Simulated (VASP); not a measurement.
# TaSi2 (Fd-3m) in VASP: notebook

Runs on TaSi2. Level: r2SCAN. Tasks: single point.

Everything below comes from runs of VASP 6.6.1. Logs are shortened: lines on timing, memory, paths and dates and some standing lists are left out, and cuts for length are marked.

### Step 1. The cell of the first run

Symmetry: Fd-3m, No. 227, cubic system. Conventional cell: a = 6.891 Å, b = 6.891 Å, c = 6.891 Å, α = 90.00°, β = 90.00°, γ = 90.00°. Ta (site symmetry -43m) has 12 Si at 2.86 Å and 4 Ta at 2.98 Å within 3.8 Å. Si (site symmetry -3m) has 6 Si at 2.44 Å and 6 Ta at 2.86 Å within 3.2 Å.

### Step 2. Single point, r2SCAN

File POSCAR:

```
TaSi2
1.0
    0.0000000000      3.4452670925      3.4452670925
    3.4452670925      0.0000000000      3.4452670925
    3.4452670925      3.4452670925      0.0000000000
Ta Si
2 4
Direct
    0.0000000000      0.0000000000      0.0000000000
    0.2500000000      0.2500000000      0.2500000000
    0.6250000000      0.6250000000      0.6250000000
    0.1250000000      0.6250000000      0.6250000000
    0.6250000000      0.6250000000      0.1250000000
    0.6250000000      0.1250000000      0.6250000000
```

File INCAR.step1:

```
  PREC = Accurate
  ENCUT = 520
  ISMEAR = 0
  SIGMA = 0.1
  LREAL = False
  LASPH = True
  NELM = 100
  NBANDS = 28
  GGA = PE
  ALGO = Normal
  EDIFF = 1E-4
  LWAVE = True
  LCHARG = False
```

File INCAR.step2:

```
  PREC = Accurate
  ENCUT = 520
  EDIFF = 1E-7
  ISMEAR = 0
  SIGMA = 0.1
  LREAL = False
  LASPH = True
  NELM = 100
  ALGO = Normal
  ISIF = 2
  LWAVE = False
  LCHARG = False
  METAGGA = R2SCAN
  LMIXTAU = True
  NBANDS = 28
  ISTART = 1
```

File KPOINTS:

```
regular mesh
0
Gamma
  4 4 4
```

Potentials or basis: VASP PAW PBE potentials, release 64 (Ta_pv, Si).

Command:

```
$ cat potpaw_PBE.64/Ta_pv/POTCAR potpaw_PBE.64/Si/POTCAR > POTCAR
$ cp INCAR.step1 INCAR
$ mpirun -np 1 vasp_std > vasp.out
$ cp INCAR.step2 INCAR
$ mpirun -np 1 vasp_std > vasp.out
```

OUTCAR:

```text
PREC = Accurate
   ENCUT = 520
   EDIFF = 1E-7
   ISMEAR = 0
   LREAL = False
   LASPH = True
   NELM = 100
   ISIF = 2
   METAGGA = R2SCAN
   ISTART = 1

 ion  position               nearest neighbor table
   1  0.000  0.000  0.000-   3 2.86   5 2.86   6 2.86   3 2.86   4 2.86   5 2.86   3 2.86   4 2.86
                             6 2.86   4 2.86   5 2.86   6 2.86   2 2.98   2 2.98   2 2.98   2 2.98
   2  0.250  0.250  0.250-   4 2.86   5 2.86   6 2.86   3 2.86   4 2.86   6 2.86   3 2.86   4 2.86
                             5 2.86   3 2.86   5 2.86   6 2.86   1 2.98   1 2.98   1 2.98   1 2.98
   3  0.625  0.625  0.625-   4 2.44   5 2.44   6 2.44   5 2.44   6 2.44   4 2.44   1 2.86   2 2.86
                             1 2.86   2 2.86   1 2.86   2 2.86
   4  0.125  0.625  0.625-   3 2.44   5 2.44   6 2.44   3 2.44   5 2.44   6 2.44   2 2.86   1 2.86
                             1 2.86   2 2.86   2 2.86   1 2.86
   5  0.625  0.625  0.125-   3 2.44   3 2.44   4 2.44   6 2.44   6 2.44   4 2.44   1 2.86   2 2.86
                             1 2.86   2 2.86   1 2.86   2 2.86
   6  0.625  0.125  0.625-   3 2.44   5 2.44   3 2.44   4 2.44   5 2.44   4 2.44   2 2.86   1 2.86
                             2 2.86   2 2.86   1 2.86   1 2.86

  LATTYP: Found a face centered cubic cell.
 ALAT       =     6.8905341850

  Lattice vectors:

 A1 = (   0.0000000000,   3.4452670925,   3.4452670925)
 A2 = (   3.4452670925,   0.0000000000,   3.4452670925)
 A3 = (   3.4452670925,   3.4452670925,   0.0000000000)

Analysis of symmetry for initial positions (statically):
=====================================================================
 Subroutine PRICEL returns:
 Original cell was already a primitive cell.

 Routine SETGRP: Setting up the symmetry group for a
 face centered cubic supercell.

 Subroutine GETGRP returns: Found 48 space group operations
 (whereof 24 operations were pure point group operations)
 out of a pool of 48 trial point group operations.

The static configuration has the point symmetry T_d .
 The point group associated with its full space group is O_h .

Analysis of symmetry for dynamics (positions and initial velocities):
=====================================================================
 Subroutine PRICEL returns:
 Original cell was already a primitive cell.

 Routine SETGRP: Setting up the symmetry group for a
 face centered cubic supercell.

 Subroutine GETGRP returns: Found 48 space group operations
 (whereof 24 operations were pure point group operations)
 out of a pool of 48 trial point group operations.

The dynamic configuration has the point symmetry T_d .
 The point group associated with its full space group is O_h .

 Subroutine INISYM returns: Found 48 space group operations
 (whereof 24 operations are pure point group operations),
 and found     1 'primitive' translations

----------------------------------------------------------------------------------------

                                     Primitive cell

  volume of cell :      81.7897

  direct lattice vectors                    reciprocal lattice vectors
     0.000000000  3.445267092  3.445267092    -0.145126629  0.145126629  0.145126629
     3.445267092  0.000000000  3.445267092     0.145126629 -0.145126629  0.145126629
     3.445267092  3.445267092  0.000000000     0.145126629  0.145126629 -0.145126629

  length of vectors
     4.872343448  4.872343448  4.872343448     0.251366695  0.251366695  0.251366695

  position of ions in fractional coordinates (direct lattice)
     0.000000000  0.000000000  0.000000000
     0.250000000  0.250000000  0.250000000
     0.625000000  0.625000000  0.625000000
     0.125000000  0.625000000  0.625000000
     0.625000000  0.625000000  0.125000000
     0.625000000  0.125000000  0.625000000

  ion indices of the primitive-cell ions
   primitive index   ion index
                 1           1
                 2           2
                 3           3
                 4           4
                 5           5
                 6           6

----------------------------------------------------------------------------------------

 KPOINTS: regular mesh

Automatic generation of k-mesh.
 Grid dimensions read from file:
 generate k-points for:    4    4    4

 Generating k-lattice:

  Cartesian coordinates                     Fractional coordinates (reciprocal lattice)
    -0.036281657  0.036281657  0.036281657     0.250000000  0.000000000  0.000000000
     0.036281657 -0.036281657  0.036281657     0.000000000  0.250000000  0.000000000
     0.036281657  0.036281657 -0.036281657     0.000000000  0.000000000  0.250000000

  Length of vectors
     0.062841674  0.062841674  0.062841674

  Shift w.r.t. Gamma in fractional coordinates (k-lattice)
     0.000000000  0.000000000  0.000000000

 Subroutine IBZKPT returns following result:
 ===========================================

 Found      8 irreducible k-points:

 Following reciprocal coordinates:
            Coordinates               Weight
  0.000000  0.000000  0.000000      1.000000
  0.250000  0.000000  0.000000      8.000000
  0.500000  0.000000  0.000000      4.000000
  0.250000  0.250000  0.000000      6.000000
  0.500000  0.250000  0.000000     24.000000
 -0.250000  0.250000  0.000000     12.000000
  0.500000  0.500000  0.000000      3.000000
 -0.250000  0.500000  0.250000      6.000000
   k-points           NKPTS =      8   k-points in BZ     NKDIM =      8   number of bands    NBANDS=     28
   number of dos      NEDOS =    301   number of ions     NIONS =      6
   total plane-waves  NPLWV =  46656
   dimension x,y,z NGX =    36 NGY =   36 NGZ =   36
   dimension x,y,z NGXF=    72 NGYF=   72 NGZF=   72
   ions per type =               2   4
   NGX,Y,Z   is equivalent  to a cutoff of  12.28, 12.28, 12.28 a.u.
   NGXF,Y,Z  is equivalent  to a cutoff of  24.57, 24.57, 24.57 a.u.
 SYSTEM =  unknown system
   PREC   = accura    normal or accurate (medium, high low for compatibility)
   ISTART =      1    job   : 0-new  1-cont  2-samecut
   ICHARG =      0    charge: 1-file 2-atom 10-const
   ISPIN  =      1    spin polarized calculation?
   LNONCOLLINEAR =      F non collinear calculations
   LSORBIT =      F    spin-orbit coupling
   LASPH  =      T    aspherical Exc in radial PAW
   ENCUT  =  520.0 eV  38.22 Ry    6.18 a.u.   9.06  9.06  9.06*2*pi/ulx,y,z
   NELM   =    100;   NELMIN=  2; NELMDL=  0     # of ELM steps
   EDIFF  = 0.1E-06   stopping-criterion for ELM
   LREAL  =      F    real-space projection
   EDIFFG = 0.1E-05   stopping-criterion for IOM
   NSW    =      0    number of steps for IOM
   IBRION =     -1    ionic relax: 0-MD 1-quasi-New 2-CG
   NFREE  =      0    steps in history (QN), initial steepest desc. (CG)
   ISIF   =      2    stress and relaxation
   ISYM   =      2    0-nonsym 1-usesym 2-fastsym
   POTIM  = 0.5000    time-step for ionic-motion
   TEBEG  =    0.0;   TEEND  =   0.0 temperature during run
   PSTRESS=    0.0 pullay stress
   NELECT =      38.0000    total number of electrons
   NUPDOWN=      -1.0000    fix difference up-down
   EMIN   =  10.00;   EMAX   =-10.00  energy-range for DOS
   EFERMI =   0.00;   METHOD = LEGACY
   ISMEAR =     0;   SIGMA  =   0.10  broadening in eV -4-tet -1-fermi 0-gaus
   EFERMI_NEDOS =   21; number of points for ismear=-14 and -15
   IALGO  =     38    algorithm
   IMIX   =      4    mixing-type and parameters
     AMIX     =   0.40;   BMIX     =  1.00
     AMIX_MAG =   1.60;   BMIX_MAG =  1.00
  volume/ion in A,a.u.               =      13.63        91.99
  Fermi-wavevector in a.u.,A,eV,Ry     =   1.267953  2.396084 21.874150  1.607705
  Thomas-Fermi vector in A             =   2.401074
   LORBIT       =      0    0 simple, 1 ext, 2 COOP (PROOUT), +10 PAW based schemes
   METAGGA = R2SCAN    functional components
   LHFCALC =     F    Hartree Fock is set to
   AEXX    =    0.0000 exact exchange contribution
   IVDW    =     0    specifies the selected vdW correction
   LEPSILON=     F    determine dielectric tensor
   LRPA    =     F    only Hartree local field effects (RPA)
 non-spin polarized calculation
 Gauss-broadening in eV      SIGMA  =   0.10
  energy-cutoff  :      520.00
  volume of cell :       81.79
 maximum number of plane-waves:      2229
   NGX = 19   NGY = 19   NGZ = 19

 number of electron      38.0000004 magnetization

 Free energy of the ion-electron system (eV)
  ---------------------------------------------------
  ext. energy  EPLUGINS =         0.00000000
  ---------------------------------------------------
  free energy    TOTEN  =      -131.15642945 eV

  energy without entropy =     -131.11252968  energy(sigma->0) =     -131.13447956

 E-fermi :  10.7044     XC(G=0): -13.3337

 val. band max:       10.6926755934   @ k =  -0.2500   0.2500   0.0000
 cond. band min:      10.7374203264   @ k =   0.5000   0.2500   0.0000
 fundamental gap:      0.0447447329
 Fermi energy:        10.7043928806

 k-point     1 :       0.0000    0.0000    0.0000
  band No.  band energies     occupation
      1     -25.4837      2.00000
      2     -25.4837      2.00000
      3     -25.4837      2.00000
      4     -25.1862      2.00000
      5     -25.1862      2.00000
      6     -25.1862      2.00000
[... 20 lines left out ...]
     27      15.6932      0.00000
     28      15.6932      0.00000

 k-point     2 :       0.2500    0.0000    0.0000
  band No.  band energies     occupation
      1     -25.5029      2.00000
      2     -25.5029      2.00000
      3     -25.4864      2.00000
      4     -25.1904      2.00000
      5     -25.1671      2.00000
      6     -25.1671      2.00000
[... 20 lines left out ...]
     27      15.7314      0.00000
     28      16.0724      0.00000

 k-point     3 :       0.5000    0.0000    0.0000
  band No.  band energies     occupation
      1     -25.5201      2.00000
      2     -25.5201      2.00000
      3     -25.4911      2.00000
      4     -25.1926      2.00000
      5     -25.1500      2.00000
      6     -25.1500      2.00000
[... 120 lines left out ...]
      3     -25.3428      2.00000
      4     -25.3428      2.00000
      5     -25.1136      2.00000
      6     -25.1136      2.00000
[... 20 lines left out ...]
     27      15.1216      0.00000
     28      15.1216      0.00000

 k-point     8 :      -0.2500    0.5000    0.2500
  band No.  band energies     occupation
      1     -25.5597      2.00000
      2     -25.5597      2.00000
      3     -25.3398      2.00000
      4     -25.3398      2.00000
      5     -25.1147      2.00000
      6     -25.1147      2.00000
[... 20 lines left out ...]
     27      15.1823      0.00000
     28      15.1823      0.00000

------------------------ aborting loop because EDIFF is reached ----------------------------------------

  FORCE on cell =-STRESS in cart. coord.  units (eV):
  Direction    XX          YY          ZZ          XY          YZ          ZX
  --------------------------------------------------------------------------------------
  -------------------------------------------------------------------------------------
  Total        0.1827406      0.1827406      0.1827406     -0.0000000      0.0000000      0.0000000
  in kB        3.5797023      3.5797023      3.5797023     -0.0000000      0.0000000      0.0000000
  external PRESSURE =       3.5797023 kB  Pullay stress =       0.0000000 kB

 VOLUME and BASIS-vectors are now :
 -----------------------------------------------------------------------------
  energy-cutoff  :      520.00
  volume of cell :       81.79
      direct lattice vectors                 reciprocal lattice vectors
     0.000000000  3.445267092  3.445267092    -0.145126629  0.145126629  0.145126629
     3.445267092  0.000000000  3.445267092     0.145126629 -0.145126629  0.145126629
     3.445267092  3.445267092  0.000000000     0.145126629  0.145126629 -0.145126629

 POSITION                                       TOTAL-FORCE (eV/Angst)
 -----------------------------------------------------------------------------------
      0.00000      0.00000      0.00000         0.000000      0.000000      0.000000
      1.72263      1.72263      1.72263        -0.000000     -0.000000     -0.000000
      4.30658      4.30658      4.30658        -0.000000      0.000000      0.000000
      4.30658      2.58395      2.58395        -0.000000      0.000000      0.000000
      2.58395      2.58395      4.30658        -0.000000      0.000000      0.000000
      2.58395      4.30658      2.58395        -0.000000      0.000000      0.000000
 -----------------------------------------------------------------------------------
    total drift:                               -0.000000     -0.000000     -0.000000

  FREE ENERGIE OF THE ION-ELECTRON SYSTEM (eV)
  ---------------------------------------------------
  free  energy   TOTEN  =      -131.1564294504 eV

  energy  without entropy=     -131.1125296774  energy(sigma->0) =     -131.13447956
```

It took 69 s on 1 thread of AMD EPYC 9R45 (Zen 5), shared host; peak memory 0.19 GiB.

What came out:

```
Free energy            : -131.1564 eV
Pressure               : 0.4 GPa
Band gap on the k mesh : zero (band 19 reaches 11.14 eV, above the bottom of band 20 at 8.68 eV)
```

Caveat: the k points lie up to 0.39 Å⁻¹ apart; the PAW data sets were made with another functional, which shifts forces and pressure a little; spin-orbit coupling is left out, which moves the levels of the heavy elements.

### Step 3. Single point, r2SCAN

This run uses another cell than the first one, of 14.53 Å³/atom, 1.066 times its volume.

Changes to POSCAR since step 2:

```diff
@@ -2,5 +2,5 @@
 1.0
-    0.0000000000      3.4452670925      3.4452670925
-    3.4452670925      0.0000000000      3.4452670925
-    3.4452670925      3.4452670925      0.0000000000
+    0.0000000000      3.5191448776      3.5191448776
+    3.5191448776      0.0000000000      3.5191448776
+    3.5191448776      3.5191448776      0.0000000000
 Ta Si
```

File INCAR.step1:

```
PREC     = Accurate       # precision mode
ENCUT    = 520            # plane-wave cutoff, eV
ISMEAR   = 0              # smearing method
SIGMA    = 0.1            # smearing width, eV
LREAL    = False          # projectors in reciprocal space
LASPH    = True           # aspherical terms in the spheres
NELM     = 80             # most SCF steps
NBANDS   = 28             # bands
GGA      = PE             # functional
ALGO     = Normal         # electronic algorithm
EDIFF    = 1E-4           # SCF threshold, eV
LWAVE    = True           # write WAVECAR
LCHARG   = False          # write CHGCAR
```

File INCAR.step2:

```
PREC     = Accurate       # precision mode
ENCUT    = 520            # plane-wave cutoff, eV
EDIFF    = 1E-6           # SCF threshold, eV
ISMEAR   = 0              # smearing method
SIGMA    = 0.1            # smearing width, eV
LREAL    = False          # projectors in reciprocal space
LASPH    = True           # aspherical terms in the spheres
NELM     = 80             # most SCF steps
ALGO     = Normal         # electronic algorithm
ISIF     = 2              # what is computed and relaxed
LWAVE    = False          # write WAVECAR
LCHARG   = False          # write CHGCAR
METAGGA  = R2SCAN         # meta-GGA
LMIXTAU  = True         
NBANDS   = 28             # bands
ISTART   = 1
```

File KPOINTS:

```
Automatic mesh
0
Gamma
  4 4 4
```

Potentials or basis: VASP PAW PBE potentials, release 64 (Ta_pv, Si).

Command:

```
$ cat potpaw_PBE.64/Ta_pv/POTCAR potpaw_PBE.64/Si/POTCAR > POTCAR
$ cp INCAR.step1 INCAR
$ mpirun -np 1 vasp_std > vasp.out
$ cp INCAR.step2 INCAR
$ mpirun -np 1 vasp_std > vasp.out
```

It took 78 s on 1 thread of AMD EPYC 9R45 (Zen 5), shared host; peak memory 0.23 GiB.

Results (log left out):

```
Free energy            : -130.9749 eV
Pressure               : -10.5 GPa
Band gap on the k mesh : zero (band 19 reaches 10.24 eV, above the bottom of band 20 at 8.07 eV)
```

Levels at points of the mesh, in eV from the Fermi level:
| k point | band 16 | band 17 | band 18 | band 19 | band 20 | band 21 | band 22 | band 23 |
| --- | --- | --- | --- | --- | --- | --- | --- | --- |
| (0.00, 0.00, 0.00) | -5.66 | -2.59 | 0.27 | 0.27 | 0.27 | 2.05 | 2.05 | 2.57 |
| (0.50, 0.00, 0.00) | -3.20 | -0.73 | -0.59 | -0.59 | 0.91 | 0.91 | 1.09 | 2.17 |
| (0.50, 0.50, 0.00) | -2.14 | -1.95 | -1.95 | -1.89 | -1.89 | 2.11 | 2.11 | 2.78 |

Caveat: the k points lie up to 0.39 Å⁻¹ apart; the PAW data sets were made with another functional, which shifts forces and pressure a little; spin-orbit coupling is left out, which moves the levels of the heavy elements.

### Step 4. Single point, r2SCAN

This run uses another cell than the first one, of 13.59 Å³/atom, 0.997 times its volume.

File POSCAR:

```
TaSi2
1.0
    0.0000000000      3.4414797626      3.4414797626
    3.4414797626      0.0000000000      3.4414797626
    3.4414797626      3.4414797626      0.0000000000
Ta Si
2 4
Direct
    0.5000000000      0.5000000000      0.5000000000
    0.7500000000      0.7500000000      0.7500000000
    0.1250000000      0.1250000000      0.1250000000
    0.6250000000      0.1250000000      0.1250000000
    0.1250000000      0.1250000000      0.6250000000
    0.1250000000      0.6250000000      0.1250000000
```

File INCAR.step1:

```
PREC = Accurate ; ENCUT = 520
ISMEAR = 0 ; SIGMA = 0.1
LREAL = F ; LASPH = T
NELM = 100 ; NBANDS = 28
GGA = PE ; ALGO = Normal
EDIFF = 1E-4 ; LWAVE = T
LCHARG = F
```

File INCAR.step2:

```
PREC = Accurate ; ENCUT = 520
EDIFF = 1E-6 ; ISMEAR = 0
SIGMA = 0.1 ; LREAL = F
LASPH = T ; NELM = 100
ALGO = Normal ; ISIF = 2
LWAVE = F ; LCHARG = F
METAGGA = R2SCAN ; LMIXTAU = T
NBANDS = 28 ; ISTART = 1
```

File KPOINTS:

```
regular mesh
0
Gamma
  6 6 6
```

Command:

```
$ cat potpaw_PBE.64/Ta_pv/POTCAR potpaw_PBE.64/Si/POTCAR > POTCAR
$ cp INCAR.step1 INCAR
$ mpirun -np 1 vasp_std > vasp.out
$ cp INCAR.step2 INCAR
$ mpirun -np 1 vasp_std > vasp.out
```

Run time: 2.1 min. Hardware: 1 thread of AMD EPYC 9R45 (Zen 5), shared host; peak memory 0.19 GiB.

Results (log left out):

- Free energy: -131.3675 eV
- Pressure: 0.0 GPa
- Band gap on the k mesh: zero (band 19 reaches 11.18 eV, above the bottom of band 20 at 8.72 eV)

Levels at points of the mesh, in eV from the Fermi level:
| k point | band 15 | band 16 | band 17 | band 18 | band 19 | band 20 | band 21 | band 22 | band 23 | band 24 |
| --- | --- | --- | --- | --- | --- | --- | --- | --- | --- | --- |
| (0.00, 0.00, 0.00) | -5.91 | -5.91 | -2.52 | 0.55 | 0.55 | 0.55 | 2.28 | 2.28 | 2.85 | 2.85 |
| (0.50, 0.00, 0.00) | -3.25 | -3.25 | -0.69 | -0.49 | -0.49 | 1.22 | 1.22 | 1.31 | 2.46 | 2.46 |
| (0.50, 0.50, 0.00) | -2.20 | -2.20 | -1.98 | -1.98 | -1.91 | -1.91 | 2.42 | 2.42 | 3.14 | 3.14 |

Caveat: the PAW data sets were made with another functional, which shifts forces and pressure a little; spin-orbit coupling is left out, which moves the levels of the heavy elements.

### Step 5. The runs side by side

| cell | k mesh | gap on the mesh (eV) | pressure (GPa) |
| --- | --- | --- | --- |
| a = 4.872 Å, angles 60.0°, 6 atoms | 4 × 4 × 4 | none | 0.4 |
| a = 4.977 Å, angles 60.0°, 6 atoms | 4 × 4 × 4 | none | -10.5 |
| a = 4.867 Å, angles 60.0°, 6 atoms | 6 × 6 × 6 | none | 0.0 |

Alike in all rows: task single point; level r2SCAN; potentials or basis VASP PAW PBE potentials, release 64 (Ta_pv, Si); no spin polarisation; cutoff (eV) 520; smearing gaussian 0.1 eV.

Caveats: some runs use coarse meshes; the PAW data sets were made with another functional, which shifts forces and pressure a little; spin-orbit coupling is left out, which moves the levels of the heavy elements.

Total energies depend on the potentials used, so only differences within one code and one set of settings carry meaning.
